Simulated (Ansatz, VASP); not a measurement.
GaSbTe2S in VASP and in Ansatz

INCAR

```
SYSTEM = GaSbTe2S
  ALGO = Normal
  EDIFF = 1E-6
  EDIFFG = -0.04
  ENCUT = 600
  GGA = PE
  IBRION = 2
  ISIF = 3
  ISMEAR = 0
  LASPH = .TRUE.
  LCHARG = .FALSE.
  LREAL = .FALSE.
  LWAVE = .FALSE.
  NELM = 80
  NSW = 90
  PREC = Accurate
  SIGMA = 0.1
```

File KPOINTS:

```
k-points
0
G
  6 4 2
  0 0 0
```

POSCAR

```
GaSbTe2S
1.0
    3.4177823986      0.0000000000      0.0000000000
    0.0000000000      4.1681532576      0.0000000000
    0.0000000000      0.0000000000     11.4461898789
Ga Sb Te S
1 1 2 1
Direct
    0.0000000000      0.5000000000      0.0000000000
    0.0000000000      0.5000000000      0.5000000000
    0.0000000000      0.5000000000      0.2297201693
    0.0000000000      0.5000000000      0.7702798307
    0.5000000000      0.0000000000      0.5000000000
```

Input for Ansatz:

```yaml
crystal:
  lattice:
    - [3.4177823986, 0.0, 0.0]
    - [0.0, 4.1681532576, 0.0]
    - [0.0, 0.0, 11.4461898789]
  atoms:
    - { symbol: Ga, position: [0.0, 0.5, 0.0] }
    - { symbol: Sb, position: [0.0, 0.5, 0.5] }
    - { symbol: Te, position: [0.0, 0.5, 0.2297201693] }
    - { symbol: Te, position: [0.0, 0.5, 0.7702798307] }
    - { symbol: S, position: [0.5, 0.0, 0.5] }
basis:
  ecutwfc: 420
kpoints:
  mp_grid: { grid: [6, 4, 2] }
hamiltonian:
  xc: pbe
scf:
  occupations: { method: gaussian, width: 0.1 }
  lower_state_search: "off"
output:
  forces: true
  stress: true
  eigenvalues: true
relax:
  adjacent_minimum: "off"
  f_tol: 0.04
  max_steps: 70
  cell: { stress_tol: 0.4 }
```

Alike in both runs: task relaxation of cell and atoms; functional PBE; k mesh 6 × 4 × 2; occupations gaussian, width 0.1 eV; no spin polarisation.

|  | VASP | Ansatz |
| --- | --- | --- |
| version | VASP 6.6.1 | Ansatz 0.2.0 |
| potentials or method | VASP PAW PBE potentials, release 64 (Ga_d, Sb, Te, S), cutoff 600 eV | scalar-relativistic, plane waves, PAW |
| valence electrons in the cell | 36 | 66 |

|  | VASP | Ansatz | Ansatz less VASP |
| --- | --- | --- | --- |
| gap on the k mesh at the Fermi level, each at its own relaxed structure (eV) | none | none | - |
| relaxed volume (Å³/atom) | 33.24 | 33.46 | +0.213 |
| relaxed length of the cell vector where the two differ most in proportion (Å) | 3.635 | 3.646 | +0.0105 |

A gap of «none» marks a metal or a gap that the smearing closes. VASP's potentials hold 36 valence electrons a cell and Ansatz's 66, so a difference there can come from the potentials and not from the codes.

The k mesh is coarse, so the values compare programs but aren't converged. Neither program's run includes spin-orbit coupling.
